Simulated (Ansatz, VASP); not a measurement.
# P in VASP and in Ansatz

Contents of INCAR:

```
  ALGO = Normal
  EDIFF = 1E-6
  ENCUT = 520
  GGA = PE
  ISIF = 2
  ISMEAR = 0
  LASPH = T
  LCHARG = F
  LREAL = F
  LWAVE = F
  NBANDS = 30
  NELM = 100
  PREC = Accurate
  SIGMA = 0.02
```

Contents of KPOINTS:

```
k-points
0
Gamma
  6 6 6
```

File POSCAR:

```
P
1.0
   -3.9396086906      3.9396086906      3.2176225229
    3.9396086906     -3.9396086906      3.2176225229
    3.9396086906      3.9396086906     -3.2176225229
P
8
Direct
    0.7766980187      0.0259941056      0.8693909092
    0.1566031964      0.9073071095      0.1306090908
    0.6573071095      0.4066031964      0.6306090908
    0.7759941056      0.0266980187      0.3693909092
    0.5933968036      0.2240058944      0.2507039131
    0.9733019813      0.3426928905      0.7492960869
    0.9740058944      0.8433968036      0.7507039131
    0.0926928905      0.2233019813      0.2492960869
```

Input for Ansatz:

```yaml
crystal:
  lattice:
    - [-3.9396086906, 3.9396086906, 3.2176225229]
    - [3.9396086906, -3.9396086906, 3.2176225229]
    - [3.9396086906, 3.9396086906, -3.2176225229]
  atoms:
    - { symbol: P, position: [0.7766980187, 0.0259941056, 0.8693909092] }
    - { symbol: P, position: [0.1566031964, 0.9073071095, 0.1306090908] }
    - { symbol: P, position: [0.6573071095, 0.4066031964, 0.6306090908] }
    - { symbol: P, position: [0.7759941056, 0.0266980187, 0.3693909092] }
    - { symbol: P, position: [0.5933968036, 0.2240058944, 0.2507039131] }
    - { symbol: P, position: [0.9733019813, 0.3426928905, 0.7492960869] }
    - { symbol: P, position: [0.9740058944, 0.8433968036, 0.7507039131] }
    - { symbol: P, position: [0.0926928905, 0.2233019813, 0.2492960869] }
basis:
  ecutwfc: 420
kpoints:
  mp_grid: { grid: [6, 6, 6] }
  band_path:
    path:
      - [[0.0, 0.0, 0.0], [0.0, 0.0, 0.5], [-0.5, 0.5, 0.5], [0.0, 0.0, 0.0], [0.41676466, 0.41676466, -0.41676466]]
      - [[-0.41676466, 0.58323534, 0.41676466], [-0.5, 0.5, 0.5]]
      - [[0.0, 0.0, 0.5], [0.25, 0.25, 0.25], [0.0, 0.5, 0.0], [0.0, 0.0, 0.0]]
    npoints: 14
hamiltonian:
  xc: pbe
scf:
  occupations: { method: gaussian, width: 0.02 }
  n_extra_bands: 20
output:
  forces: true
  stress: true
  eigenvalues: true
  populations: true
  dos: { projected: true, de: 0.02, nscf_kmesh: { grid: [9, 9, 9] } }
  bader: true
  write_density: true
  write_potential: true
  elf: true
  volumetric_format: npy
```

Alike in both runs: task single point; functional PBE; k mesh 6 × 6 × 6; occupations gaussian, width 0.02 eV; no spin polarisation.

|  | VASP | Ansatz |
| --- | --- | --- |
| version | VASP 6.6.1 | Ansatz 0.2.0 |
| potentials or method | VASP PAW PBE potentials, release 64 (P), cutoff 520 eV | scalar-relativistic, plane waves, PAW |
| valence electrons in the cell | 40 | 40 |

```csv
,VASP,Ansatz,Ansatz less VASP
gap on the k mesh at the Fermi level (eV),1.63,1.60,-0.034
least direct gap on the mesh (eV),1.71,1.68,-0.027
pressure (GPa),-0.2,0.0,+0.26
rms of the force components (eV/Å),0.038,0.001,-0.0366
```

Atom by atom the forces differ by 0.039 eV/Å (rms over components). The functional is the same, so the differences come from potentials, cutoffs and numerics.
